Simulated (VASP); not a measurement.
Runs of VASP 6.6.1 on GaAs. The structure is that of space group F-43m (No. 216), or close to it. The cells are those of the table. 

```tsv
task	cell	cutoff (eV)	gap on the mesh (eV)	pressure (GPa)
relaxation of cell and atoms	relaxed to 7 GPa from a = 4.007 Å, angles 60.0°, 2 atoms	600	1.59	7.0
relaxation of cell and atoms	relaxed to 15 GPa from a = 4.007 Å, angles 60.0°, 2 atoms	600	1.46	15.0
single point	a = 3.814 Å, angles 60.0°, 2 atoms	520	1.46	(b)
single point	a = 3.865 Å, angles 60.0°, 2 atoms	520	(a)	10.1
single point	a = 3.901 Å, angles 60.0°, 2 atoms	520	1.59	7.1
relaxation of cell and atoms	relaxed to 1 GPa from a = 4.007 Å, angles 60.0°, 2 atoms	600	1.04	1.0
single point	a = 3.942 Å, angles 60.0°, 2 atoms	520	1.34	4.1
relaxation of cell and atoms	relaxed to 4 GPa from a = 4.007 Å, angles 60.0°, 2 atoms	600	1.34	4.0
```

Alike in all rows: level r2SCAN; potentials or basis VASP PAW PBE potentials, release 64 (Ga_d, As); no spin polarisation; k mesh 8 × 8 × 8; smearing gaussian 0.01 eV.

Problem. Fill in the values left out.

Solution. (a) 1.55; (b) 15.2.

Caveats: the PAW data sets were made with another functional, which shifts forces and pressure a little; the cell is relaxed towards a set pressure, so the run minimises the enthalpy, not the energy (at least some runs); the cell stands under pressure (at least some runs).

A k mesh can miss the band edges, and the runs leave out spin-orbit coupling on As, Ga.
